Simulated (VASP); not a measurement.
# Zn9O8 (a cell with a defect) in VASP: further runs, part 2 of 2

VASP 6.6.1. Earlier steps stand in the parts before.

**3. Single point, LDA**

INCAR

```
ALGO = Normal ; EDIFF = 1E-6
ENCUT = 520 ; ISIF = 2
ISMEAR = 0 ; LASPH = True
LCHARG = False ; LREAL = Auto
LWAVE = False ; NBANDS = 92
NELM = 60 ; PREC = Accurate
SIGMA = 0.05
```

KPOINTS

```
k-points
0
Gamma
  2 2 2
```

POSCAR

```
Zn9O8
1.0
   -3.2190000000     -5.5754720000      0.0000000000
    4.8285000000     -2.7877360000      0.0000000000
    0.0000000000      0.0000000000      5.1489000000
Zn O
9 8
Direct
    0.4844715838      0.3480136747      0.0030089922
    0.4836125716      0.6562166031      0.5128549787
    0.2577518127      0.8575460464     -0.0099836858
    0.2546726336      0.1474439697      0.4777280584
   -0.0084460489      0.3045699842     -0.0692243003
    0.0367185267      0.5942255229      0.3590162947
    0.7173159828      0.8844836178      0.0885497873
    0.7562075598      0.2116487802      0.5100852609
    0.8282401055      0.6326730661      0.7064701198
    0.4913090340      0.3372264224      0.3757488007
    0.5069818884      0.6785390284      0.8977379634
    0.2591012149      0.8190963675      0.3719918818
    0.2567017806      0.1725925302      0.8488036280
    0.0121376028      0.2530085831      0.2988951038
   -0.0163603813      0.7194992094      1.0085257045
    0.7206915933      0.8692416359      0.4508153198
    0.7181012415      0.1649089565      0.8899512517
```

Potentials or basis: VASP PAW LDA potentials, release 64 (Zn, O).

On the command line:

```
> cat potpaw_LDA.64/Zn/POTCAR potpaw_LDA.64/O/POTCAR > POTCAR
> mpirun -np 1 vasp_std > vasp.out
```

OUTCAR:

```text
EDIFF = 1E-6
   ENCUT = 520
   ISIF = 2
   ISMEAR = 0
   LASPH = True
   LREAL = Auto
   NELM = 60
   PREC = Accurate

 ion  position               nearest neighbor table
   1  0.484  0.348  0.003-  17 1.91  10 1.92  11 1.93  13 1.93   7 3.02
   2  0.484  0.656  0.513-  12 1.85  10 1.91  16 1.96  11 1.99   9 2.44   7 2.94   6 3.00   8 3.04

   3  0.258  0.858  0.990-  13 1.90  15 1.93  11 1.95  12 1.98   6 2.79   4 2.99   7 3.01   5 3.04

   4  0.255  0.147  0.478-  14 1.91  12 1.91  13 1.92  10 1.93   6 2.92   3 2.99   5 3.01
   5  0.992  0.305  0.931-  13 1.91  14 1.92  17 1.94  15 2.35   9 2.41   8 2.69   6 2.75   4 3.01
                             3 3.04   7 3.04
   6  0.037  0.594  0.359-  12 1.90  14 1.93  15 1.97   9 2.25   5 2.75   3 2.79   8 2.90   4 2.92
                             7 2.96   2 3.00
   7  0.717  0.884  0.089-  16 1.87  17 1.87  15 1.99  11 2.03   9 2.52   8 2.85   2 2.94   6 2.96
                             3 3.01   1 3.02   5 3.04
   8  0.756  0.212  0.510-  16 1.95  10 1.97  14 1.99  17 1.99   9 2.60   5 2.69   7 2.85   6 2.90
                             2 3.04
   9  0.828  0.633  0.706-  15 1.91  16 1.99   6 2.25  11 2.30   5 2.41   2 2.44   7 2.52   8 2.60

  10  0.491  0.337  0.376-   2 1.91   1 1.92   4 1.93   8 1.97
  11  0.507  0.679  0.898-   1 1.93   3 1.95   2 1.99   7 2.03   9 2.30
  12  0.259  0.819  0.372-   2 1.85   6 1.90   4 1.91   3 1.98
  13  0.257  0.173  0.849-   3 1.90   5 1.91   4 1.92   1 1.93
  14  0.012  0.253  0.299-   4 1.91   5 1.92   6 1.93   8 1.99
  15  0.984  0.719  0.009-   9 1.91   3 1.93   6 1.97   7 1.99   5 2.35
  16  0.721  0.869  0.451-   7 1.87   8 1.95   2 1.96   9 1.99
  17  0.718  0.165  0.890-   7 1.87   1 1.91   5 1.94   8 1.99

  LATTYP: Found a simple orthorhombic cell.
 ALAT       =     5.1489000000
 B/A-ratio  =     1.0828471445
 C/A-ratio  =     1.2503642312

  Lattice vectors:

 A1 = (   0.0000000000,   0.0000000000,  -5.1489000000)
 A2 = (   4.8285000000,  -2.7877360000,   0.0000000000)
 A3 = (  -3.2190000000,  -5.5754720000,   0.0000000000)

Analysis of symmetry for initial positions (statically):
=====================================================================
 Subroutine PRICEL returns:
 Original cell was already a primitive cell.

 Routine SETGRP: Setting up the symmetry group for a
 simple orthorhombic supercell.

 Subroutine GETGRP returns: Found  1 space group operations
 (whereof  1 operations were pure point group operations)
 out of a pool of  8 trial point group operations.

The static configuration has the point symmetry C_1 .

Analysis of symmetry for dynamics (positions and initial velocities):
=====================================================================
 Subroutine PRICEL returns:
 Original cell was already a primitive cell.

 Routine SETGRP: Setting up the symmetry group for a
 simple orthorhombic supercell.

 Subroutine GETGRP returns: Found  1 space group operations
 (whereof  1 operations were pure point group operations)
 out of a pool of  8 trial point group operations.

The dynamic configuration has the point symmetry C_1 .

 Subroutine INISYM returns: Found  1 space group operations
 (whereof  1 operations are pure point group operations),
 and found     1 'primitive' translations

[... 85 lines left out ...]
  0.000000  0.000000  0.500000      1.000000
  0.500000  0.000000  0.500000      1.000000
  0.000000  0.500000  0.500000      1.000000
  0.500000  0.500000  0.500000      1.000000
   k-points           NKPTS =      8   k-points in BZ     NKDIM =      8   number of bands    NBANDS=     92
   number of dos      NEDOS =    301   number of ions     NIONS =     17
   total plane-waves  NPLWV =  80640
   dimension x,y,z NGX =    48 NGY =   42 NGZ =   40
   dimension x,y,z NGXF=    96 NGYF=   84 NGZF=   80
   ions per type =               9   8
   NGX,Y,Z   is equivalent  to a cutoff of  12.39, 12.52, 12.92 a.u.
   NGXF,Y,Z  is equivalent  to a cutoff of  24.79, 25.05, 25.83 a.u.
 SYSTEM =  unknown system
   PREC   = accura    normal or accurate (medium, high low for compatibility)
   ISTART =      0    job   : 0-new  1-cont  2-samecut
   ICHARG =      2    charge: 1-file 2-atom 10-const
   ISPIN  =      1    spin polarized calculation?
   LNONCOLLINEAR =      F non collinear calculations
   LSORBIT =      F    spin-orbit coupling
   LASPH  =      T    aspherical Exc in radial PAW
   ENCUT  =  520.0 eV  38.22 Ry    6.18 a.u.  11.97 10.37  9.57*2*pi/ulx,y,z
   NELM   =     60;   NELMIN=  2; NELMDL= -5     # of ELM steps
   EDIFF  = 0.1E-05   stopping-criterion for ELM
   LREAL  =      T    real-space projection
   EDIFFG = 0.1E-04   stopping-criterion for IOM
   NSW    =      0    number of steps for IOM
   IBRION =     -1    ionic relax: 0-MD 1-quasi-New 2-CG
   NFREE  =      0    steps in history (QN), initial steepest desc. (CG)
   ISIF   =      2    stress and relaxation
   ISYM   =      2    0-nonsym 1-usesym 2-fastsym
   POTIM  = 0.5000    time-step for ionic-motion
   TEBEG  =    0.0;   TEEND  =   0.0 temperature during run
   PSTRESS=    0.0 pullay stress
   NELECT =     156.0000    total number of electrons
   NUPDOWN=      -1.0000    fix difference up-down
   EMIN   =  10.00;   EMAX   =-10.00  energy-range for DOS
   EFERMI =   0.00;   METHOD = LEGACY
   ISMEAR =     0;   SIGMA  =   0.05  broadening in eV -4-tet -1-fermi 0-gaus
   EFERMI_NEDOS =   21; number of points for ismear=-14 and -15
   IALGO  =     38    algorithm
   IMIX   =      4    mixing-type and parameters
     AMIX     =   0.40;   BMIX     =  1.00
     AMIX_MAG =   1.60;   BMIX_MAG =  1.00
  volume/ion in A,a.u.               =      10.87        73.37
  Fermi-wavevector in a.u.,A,eV,Ry     =   1.547156  2.923700 32.568138  2.393691
  Thomas-Fermi vector in A             =   2.652289
   LORBIT       =      0    0 simple, 1 ext, 2 COOP (PROOUT), +10 PAW based schemes
   GGA     = CA    functional components
   LHFCALC =     F    Hartree Fock is set to
   AEXX    =    0.0000 exact exchange contribution
   IVDW    =     0    specifies the selected vdW correction
   LEPSILON=     F    determine dielectric tensor
   LRPA    =     F    only Hartree local field effects (RPA)
 non-spin polarized calculation
 Gauss-broadening in eV      SIGMA  =   0.05
  energy-cutoff  :      520.00
  volume of cell :      184.82
 maximum number of plane-waves:      5004
 NGX is ok and might be reduce to    48
   NGX = 23   NGY = 21   NGZ = 19

 number of electron     155.9999960 magnetization

 Free energy of the ion-electron system (eV)
  ---------------------------------------------------
  ext. energy  EPLUGINS =         0.00000000
  ---------------------------------------------------
  free energy    TOTEN  =       -82.72027282 eV

  energy without entropy =      -82.72027282  energy(sigma->0) =      -82.72027282

 E-fermi :   3.6317     XC(G=0): -12.0762

 val. band max:        3.4129509651   @ k =   0.5000   0.0000   0.5000
 cond. band min:       4.0671924051   @ k =   0.5000   0.0000   0.0000
 fundamental gap:      0.6542414401
 Fermi energy:         3.6317475747

 k-point     1 :       0.0000    0.0000    0.0000
  band No.  band energies     occupation
      1     -16.7192      2.00000
      2     -15.9519      2.00000
      3     -15.9289      2.00000
      4     -15.7802      2.00000
      5     -15.7329      2.00000
      6     -15.4873      2.00000
[... 733 lines left out ...]
     89       9.9354      0.00000
     90      10.1673      0.00000
 [bands above 90 left out]

------------------------ aborting loop because EDIFF is reached ----------------------------------------

  FORCE on cell =-STRESS in cart. coord.  units (eV):
  Direction    XX          YY          ZZ          XY          YZ          ZX
  --------------------------------------------------------------------------------------
  -------------------------------------------------------------------------------------
  Total       14.5840494     10.6294984     17.5902159      0.5031869     -0.6029039      2.3635804
  in kB      126.4275260     92.1459570    152.4876543      4.3620717     -5.2265077     20.4896195
  external PRESSURE =     123.6870458 kB  Pullay stress =       0.0000000 kB

 VOLUME and BASIS-vectors are now :
 -----------------------------------------------------------------------------
  energy-cutoff  :      520.00
  volume of cell :      184.82
      direct lattice vectors                 reciprocal lattice vectors
    -3.219000000 -5.575472000  0.000000000    -0.077663871 -0.134517759  0.000000000
     4.828500000 -2.787736000  0.000000000     0.155327742 -0.089678506  0.000000000
     0.000000000  0.000000000  5.148900000     0.000000000  0.000000000  0.194216240

 POSITION                                       TOTAL-FORCE (eV/Angst)
 -----------------------------------------------------------------------------------
      0.12087     -3.67133      0.01549         0.012374      0.033598      0.013097
      1.61179     -4.52573      2.64064        -0.015232      0.013745      0.020622
      3.31096     -3.82770      5.09750        -0.011408     -0.006008     -0.011672
     -0.10786     -1.83096      2.45977        -0.022614     -0.008419      0.004841
     -1.72120     -6.37744      4.79247         0.037789     -0.029305     -0.037719
      2.75102     -1.86127      1.84854        -0.003195      0.002770      0.037178
[... 9 lines left out ...]
      1.87723     -6.44141      2.32120        -0.025049      0.009108      0.048677
     -1.51530     -4.46348      4.58227         0.013618     -0.005420     -0.039888
 -----------------------------------------------------------------------------------
    total drift:                               -0.005371     -0.007439     -0.006015

  FREE ENERGIE OF THE ION-ELECTRON SYSTEM (eV)
  ---------------------------------------------------
  free  energy   TOTEN  =       -82.7202728160 eV

  energy  without entropy=      -82.7202728160  energy(sigma->0) =      -82.72027282
```

It took 2.5 min on 1 thread of AMD EPYC 9R45 (Zen 5), shared host; peak memory 0.24 GiB.

Results:

| Quantity | Value |
| --- | --- |
| Free energy | -82.7203 eV |
| Pressure | 12.4 GPa |
| Largest force | 0.076 eV/Å |
| Band gap on the k mesh | 0.65 eV |

Forces in eV/Å, atoms in the order of the input:
```
Zn   0.012  0.034  0.013
Zn  -0.015  0.014  0.021
Zn  -0.011 -0.006 -0.012
Zn  -0.023 -0.008  0.005
Zn   0.038 -0.029 -0.038
Zn  -0.003  0.003  0.037
Zn  -0.006  0.033 -0.025
Zn   0.039 -0.029 -0.004
Zn   0.007  0.023 -0.013
O   -0.019 -0.019  0.011
O   -0.006 -0.029  0.010
O    0.026 -0.018  0.014
O    0.017 -0.037 -0.016
O   -0.045  0.057  0.022
O    0.001  0.009 -0.035
O   -0.025  0.009  0.049
O    0.014 -0.005 -0.040
```

Caveat: the k points lie up to 0.61 Å⁻¹ apart.

**4. Relaxation of the atoms, LDA**

INCAR

```
ALGO = Normal
EDIFF = 1E-6
EDIFFG = -0.03
ENCUT = 520
GGA = CA
IBRION = 2
ISIF = 2
ISMEAR = 0
KPAR = 2
LASPH = T
LCHARG = F
LREAL = Auto
LWAVE = F
NCORE = 2
NELM = 60
NSW = 80
PREC = Accurate
SIGMA = 0.05
```

KPOINTS is that of step 3.

POSCAR

```
Zn9O8
1.0
   -3.2190000000     -5.5754720000      0.0000000000
    4.8285000000     -2.7877360000      0.0000000000
    0.0000000000      0.0000000000      5.1489000000
Zn O
9 8
Direct
    0.5000000000      0.3333333000      0.0000000000
    0.5000000000      0.6666667000      0.5000000000
    0.2500000000      0.8333333000      0.0000000000
    0.2500000000      0.1666667000      0.5000000000
    0.0000000000      0.3333333000      0.0000000000
    0.0000000000      0.6666667000      0.5000000000
    0.7500000000      0.8333333000      0.0000000000
    0.7500000000      0.1666667000      0.5000000000
    0.8739145000      0.4276806000      0.6817474000
    0.5000000000      0.3333333000      0.3816000000
    0.5000000000      0.6666667000      0.8816000000
    0.2500000000      0.8333333000      0.3816000000
    0.2500000000      0.1666667000      0.8816000000
    0.0000000000      0.3333333000      0.3816000000
    0.0000000000      0.6666667000      0.8816000000
    0.7500000000      0.8333333000      0.3816000000
    0.7500000000      0.1666667000      0.8816000000
```

Potentials or basis: VASP PAW LDA potentials, release 64 (Zn, O).

On the command line:

```
> cat potpaw_LDA.64/Zn/POTCAR potpaw_LDA.64/O/POTCAR > POTCAR
> mpirun -np 4 vasp_std > vasp.out
```

OUTCAR:

```text
EDIFF = 1E-6
   EDIFFG = -0.03
   ENCUT = 520
   GGA = CA
   IBRION = 2
   ISIF = 2
   ISMEAR = 0
   LASPH = T
   LREAL = Auto
   NELM = 60
   NSW = 80
   PREC = Accurate

 ion  position               nearest neighbor table
   1  0.500  0.333  0.000-  17 1.96  13 1.96  11 1.96  10 1.96   9 2.96
   2  0.500  0.667  0.500-  12 1.96  16 1.96  10 1.96  11 1.96   9 2.91
   3  0.250  0.833  0.000-  11 1.96  15 1.96  13 1.96  12 1.96
   4  0.250  0.167  0.500-  14 1.96  10 1.96  12 1.96  13 1.96   9 2.98
   5  0.000  0.333  0.000-   9 1.90  13 1.96  17 1.96  15 1.96  14 1.96
   6  0.000  0.667  0.500-   9 1.82  16 1.96  12 1.96  14 1.96  15 1.96
   7  0.750  0.833  0.000-  15 1.96  11 1.96  17 1.96  16 1.96   9 2.90
   8  0.750  0.167  0.500-   9 1.91  10 1.96  14 1.96  16 1.96  17 1.96
   9  0.874  0.428  0.682-   6 1.82  14 1.82  15 1.87   5 1.90   8 1.91  17 1.95   7 2.90   2 2.91
                             1 2.96   4 2.98
  10  0.500  0.333  0.382-   8 1.96   4 1.96   2 1.96   1 1.96
  11  0.500  0.667  0.882-   3 1.96   7 1.96   1 1.96   2 1.96
[... 475 lines left out ...]

 val. band max:        4.8377612148   @ k =   0.0000   0.5000   0.5000
 cond. band min:       4.9917340453   @ k =   0.5000   0.5000   0.0000
 fundamental gap:      0.1539728306
 Fermi energy:         4.9147396397

 k-point     1 :       0.0000    0.0000    0.0000
  band No.  band energies     occupation
      1     -16.6681      2.00000
      2     -15.9598      2.00000
      3     -15.8621      2.00000
      4     -15.7575      2.00000
      5     -15.7073      2.00000
      6     -15.6126      2.00000
[... 733 lines left out ...]
     89      10.2778      0.00000
     90      10.3916      0.00000
 [bands above 90 left out]

------------------------ aborting loop because EDIFF is reached ----------------------------------------

  FORCE on cell =-STRESS in cart. coord.  units (eV):
  Direction    XX          YY          ZZ          XY          YZ          ZX
  --------------------------------------------------------------------------------------
  -------------------------------------------------------------------------------------
  Total       14.3890852     14.1624418     15.9539848     -0.5097774     -0.1678457     -0.0211566
  in kB      124.7374030    122.7726561    138.3033462     -4.4192043     -1.4550361     -0.1834044
  external PRESSURE =     128.6044684 kB  Pullay stress =       0.0000000 kB
[... 32 lines left out ...]
  FREE ENERGIE OF THE ION-ELECTRON SYSTEM (eV)
  ---------------------------------------------------
  free  energy   TOTEN  =       -82.0681054201 eV

  energy  without entropy=      -82.0674460124  energy(sigma->0) =      -82.06777572

 reached required accuracy - stopping structural energy minimisation
```

Run time: 14 min. Hardware: 4 MPI ranks of AMD EPYC 9R45 (Zen 5), shared host; peak memory 0.18 GiB.

What came out:

```yaml
Free_energy: -82.0681 eV
Energy_gained_by_relaxing: 339.2 meV/atom
Ionic_steps: 42
Pressure_after_relaxing: 12.9 GPa
Largest_force_after_relaxing: 0.029 eV/Å
Band_gap_on_the_k_mesh: zero (bands 78 and 79 overlap by 1.03 eV)
```

Forces in eV/Å, atoms in the order of the input:
```
Zn  -0.001 -0.006  0.005
Zn   0.019  0.020 -0.008
Zn   0.010  0.014 -0.009
Zn   0.012 -0.012  0.013
Zn   0.011 -0.005 -0.005
Zn   0.000 -0.001 -0.008
Zn   0.005  0.003  0.013
Zn  -0.013 -0.021 -0.010
Zn  -0.004  0.018  0.010
O   -0.020 -0.004 -0.011
O   -0.001  0.011 -0.001
O    0.008 -0.007  0.000
O    0.000 -0.021 -0.010
O   -0.009  0.005 -0.022
O    0.011 -0.005  0.020
O   -0.012  0.015  0.001
O   -0.018 -0.005  0.022
```

The path:
| step | energy change (eV) | largest force (eV/Å) | pressure (GPa) |
| --- | --- | --- | --- |
| 1 | 0.0000 | 12.6758 | 26.30 |
| 3 | -4.2123 | 3.5659 | 18.78 |
| 5 | -5.1224 | 2.1331 | 16.09 |
| 7 | -5.4184 | 0.8626 | 14.75 |
| 9 | -5.5172 | 0.6238 | 14.26 |
| 11 | -5.6054 | 0.5759 | 13.51 |
| 13 | -5.6562 | 0.3114 | 13.20 |
| 15 | -5.6726 | 0.2193 | 13.14 |
| 17 | -5.6814 | 0.1996 | 13.13 |
| 19 | -5.6901 | 0.1412 | 13.18 |
| 21 | -5.6959 | 0.1604 | 13.16 |
| 23 | -5.7028 | 0.1837 | 13.14 |
| 25 | -5.7163 | 0.2265 | 13.12 |
| 27 | -5.7192 | 0.2773 | 13.09 |
| 29 | -5.7352 | 0.2330 | 13.00 |
| 31 | -5.7429 | 0.1861 | 12.97 |
| 33 | -5.7517 | 0.1689 | 12.94 |
| 35 | -5.7578 | 0.1404 | 12.95 |
| 37 | -5.7625 | 0.0824 | 12.95 |
| 39 | -5.7648 | 0.0603 | 12.91 |
| 41 | -5.7658 | 0.0577 | 12.88 |
| 42 | -5.7665 | 0.0286 | 12.86 |

Final structure:
```cif
data_structure
_symmetry_space_group_name_H-M 'P 1'
_symmetry_Int_Tables_number 1
_cell_length_a 6.4380
_cell_length_b 5.5755
_cell_length_c 5.1489
_cell_angle_alpha 90.000
_cell_angle_beta 90.000
_cell_angle_gamma 90.000
_cell_volume 184.82
loop_
_atom_site_label
_atom_site_type_symbol
_atom_site_fract_x
_atom_site_fract_y
_atom_site_fract_z
_atom_site_occupancy
Zn1 Zn 0.48874 0.32137 0.01812 1
Zn2 Zn 0.48712 0.67236 0.47847 1
Zn3 Zn 0.26178 0.83021 0.98317 1
Zn4 Zn 0.25062 0.17550 0.50616 1
Zn5 Zn 0.02205 0.31735 0.02876 1
Zn6 Zn 0.03665 0.67785 0.47661 1
Zn7 Zn 0.76182 0.84316 0.00717 1
Zn8 Zn 0.74533 0.12975 0.48093 1
Zn9 Zn 0.76517 0.49161 0.71139 1
O1 O 0.50217 0.32961 0.38884 1
O2 O 0.51017 0.65908 0.87758 1
O3 O 0.26304 0.85612 0.35880 1
O4 O 0.25390 0.15937 0.87716 1
O5 O 0.99637 0.33111 0.39815 1
O6 O 0.01314 0.65660 0.87878 1
O7 O 0.76121 0.80897 0.37701 1
O8 O 0.75465 0.16765 0.88745 1
```

Caveat: the k points lie up to 0.61 Å⁻¹ apart, too coarse for converged energies and pressures of a metal.

**5. Summary**

| task | cell | gap on the mesh (eV) | pressure (GPa) | largest force (eV/Å) |
| --- | --- | --- | --- | --- |
| single point | as given, atomic positions A | 0.53 | 13.0 | 0.13 |
| single point | as given, atomic positions B | 0.65 | 12.4 | 0.08 |
| relaxation of the atoms | atoms relaxed, atomic positions C | none | 12.9 | 0.03 |

Alike in all rows: level LDA; potentials or basis VASP PAW LDA potentials, release 64 (Zn, O); no spin polarisation; k mesh 2 × 2 × 2; cutoff (eV) 520; smearing gaussian 0.05 eV.

Caveats: all runs use coarse meshes.

Total energies depend on the potentials used, so only differences within one code and one set of settings carry meaning.
